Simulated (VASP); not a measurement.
Set up this calculation in VASP 6.6.1, as the native input.

```yaml
Task: single point
Functional: PBEsol
Potentials_or_basis: VASP PAW PBE potentials, release 64 (Sn_d, O)
Cutoff: 520 eV
k_mesh: 6 × 4 × 4
Occupations: gaussian, width 0.01 eV
Spin: no spin polarisation
Dipole_correction: no
Further_INCAR_settings: ALGO = Normal; EDIFF = 1e-06; NBANDS = 28
```

The structure of SnO lies in POSCAR:

```
SnO
1.0
    3.3550050000      0.0000000000      0.0000000000
    0.0000000000      5.6741040000      0.0000000000
    0.0000000000      0.0000000000      4.2219700000
Sn O
2 2
Direct
    0.0000000000      0.2319089992      0.5131439991
    0.5000000000      0.7680910008      0.0131439991
    0.0000000000      0.8912500000      0.7368570004
    0.5000000000      0.1087500000      0.2368570004
```

The input as run:

INCAR

```
ALGO = Normal
EDIFF = 1E-6
ENCUT = 520
GGA = PS
ISIF = 2
ISMEAR = 0
LASPH = T
LCHARG = F
LREAL = F
LWAVE = F
NBANDS = 28
NELM = 80
PREC = Accurate
SIGMA = 0.01
```

KPOINTS

```
k-points
0
Gamma
  6 4 4
```

Potentials or basis: VASP PAW PBE potentials, release 64 (Sn_d, O).

Command:

```console
$ cat potpaw_PBE.64/Sn_d/POTCAR potpaw_PBE.64/O/POTCAR > POTCAR
$ mpirun -np 1 vasp_std > vasp.out
```

It gave:

| Item | Value |
| --- | --- |
| Pressure | -2.9 GPa |
| Largest force | 0.351 eV/Å |
| Band gap on the k mesh | 1.58 eV, indirect (least direct gap 2.33 eV) |

Caveat: the PAW data sets were made with another functional, which shifts forces and pressure a little; spin-orbit coupling is left out, which moves the levels of the heavy elements.

It took 58 s on 1 thread of Intel(R) Xeon(R) Platinum 8259CL CPU @ 2.50GHz (Skylake/Cascade Lake) (shared host), peak memory 0.22 GiB.
